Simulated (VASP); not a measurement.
The system is SnW2.

```
CELL_PARAMETERS angstrom
3.07478 0.00000 0.00000
0.00000 3.07478 0.00000
0.00000 0.00000 5.87462
ATOMIC_POSITIONS crystal
Sn 0.00000 0.00000 0.00000
W 0.50000 0.50000 0.27000
W 0.50000 0.50000 0.73000
```

```yaml
Program: VASP 6.6.1
Task: relaxation of cell and atoms
Functional: PBE
Potentials_or_basis: VASP PAW PBE potentials, release 64 (Sn_d, W_sv)
Cutoff: 600 eV
k_mesh: 6 × 6 × 4
Occupations: gaussian, width 0.1 eV
Spin: no spin polarisation
```

At the start: pressure 15.0 GPa; volume 18.51 Å³/atom.

How do energy, volume and symmetry change on relaxing?

Over 35 steps the energy falls by 501.7 meV/atom and the volume is 19.14 Å³/atom (+3.4 %); space group P4/mmm (No. 123, to 0.05 Å).

Step by step:
```
step  energy change (eV)  largest force (eV/Å)  pressure (GPa)  volume (Å³)
   1              0.0000                3.8136           15.04        55.54
   2             -0.1778                0.2862          -16.93        70.54
   3             -0.6302                1.4611           -8.37        62.58
   4             -0.5059                3.9046           10.97        58.01
   5             -0.8442                0.1738           -1.35        60.19
   6             -0.8445                0.1151           -1.17        60.14
   7             -0.8445                0.0571           -0.98        60.09
   8             -0.8567                0.3212            0.66        59.28
   9             -0.8586                0.4837            1.75        58.78
  10             -0.8648                0.5336            1.72        58.74
  11             -0.8838                0.6910            1.64        58.59
  12             -0.9199                0.9888            1.65        58.24
  13             -1.0214                0.8412            1.87        57.34
  14             -1.4043                0.2978            6.40        54.81
  15              2.8982                0.8657           81.80        47.34
  16             -1.4138                0.2259            8.66        54.53
  17             -1.3438                0.1743           13.56        53.54
  18             -1.4098                0.2151           10.04        54.22
  19             -1.4173                0.1521            9.81        54.30
  20             -1.4207                0.0084            9.37        54.50
  21             -1.4222                0.0536            9.48        54.44
  22             -1.4314                0.0353            8.87        54.59
  23             -1.4555                0.0211            7.10        55.06
  24             -1.4881                0.1334            3.74        56.01
  25             -1.4957                0.3545           -2.28        57.94
  26             -1.5015                0.2707           -0.12        57.19
  27             -1.5015                0.2636            0.07        57.14
  28             -1.5020                0.2350            0.09        57.15
  29             -1.5033                0.1492            0.17        57.17
  30             -1.5036                0.0281            0.32        57.23
  31             -1.5038                0.0361            0.27        57.21
  32             -1.5042                0.0332            0.13        57.26
  33             -1.5047                0.0249           -0.24        57.43
  34             -1.5047                0.0234           -0.36        57.48
  35             -1.5050                0.0046           -0.12        57.41
```

Final structure:
```
Sn W
1.0
     2.79907    0.00000    0.00000
     0.00000    2.79907    0.00000
     0.00000    0.00000    7.32727
Sn W
1 2
Direct
  0.00000 0.00000 0.00000
  0.50000 0.50000 0.32905
  0.50000 0.50000 0.67095
```
